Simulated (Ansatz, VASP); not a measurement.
# One calculation of Ca8HF16, two programs

```
CELL_PARAMETERS angstrom
0.00000 -5.51176 -5.51176
-5.51176 -5.51176 0.00000
-5.51176 0.00000 -5.51176
ATOMIC_POSITIONS crystal
Ca 0.00056 0.49893 0.49960
Ca 0.00071 0.99995 0.49974
Ca 0.00063 0.49872 0.00087
Ca 0.00021 0.99952 0.00021
Ca 0.50008 0.49939 0.50024
Ca 0.49950 0.00007 0.49969
Ca 0.49939 0.49886 0.00076
Ca 0.49969 0.99990 0.00088
F 0.12547 0.12499 0.12564
F 0.12501 0.62345 0.12524
F 0.12580 0.12478 0.62417
F 0.12923 0.62277 0.62425
F 0.62402 0.12459 0.12604
F 0.62414 0.62285 0.12946
F 0.62334 0.12860 0.62355
F 0.62354 0.62321 0.62386
F 0.37443 0.37450 0.37437
F 0.37452 0.87556 0.37494
F 0.37500 0.37366 0.87647
F 0.37112 0.87545 0.87708
F 0.87638 0.37368 0.37534
F 0.87679 0.87555 0.37120
F 0.87620 0.37035 0.87655
F 0.87624 0.87637 0.87622
H 0.75017 0.74975 0.75032
```

Alike in both runs: functional PBE; k mesh 2 × 2 × 2; occupations gaussian, width 0.01 eV; collinear spin.

Ansatz relaxed the structure, and its values are those at the end. VASP's run is a single point on that final structure, the one shown.

|  | VASP | Ansatz |
| --- | --- | --- |
| version | VASP 6.6.1 | Ansatz 0.2.0 |
| potentials or method | VASP PAW PBE potentials, release 64 (Ca_sv, F, H), cutoff 520 eV | scalar-relativistic, plane waves, PAW |
| valence electrons in the cell | 193 | 193 |

|  | VASP | Ansatz | Ansatz less VASP |
| --- | --- | --- | --- |
| gap on the k mesh at the Fermi level (eV) | 3.34 | 3.34 | +0.003 |
| least direct gap on the mesh (eV) | 3.40 | 3.40 | +0.002 |
| rms of the force components (eV/Å) | 0.004 | 0.003 | -0.0003 |
| net moment per atom (μB) | 0.04 | 0.04 | 0.000 |
| size of the moment on the site where the two differ most (μB) | 0.37 | 0.73 | +0.357 |

Site moments also hang on the region over which each program counts them.

The k mesh is coarse, so the values compare programs but aren't converged.
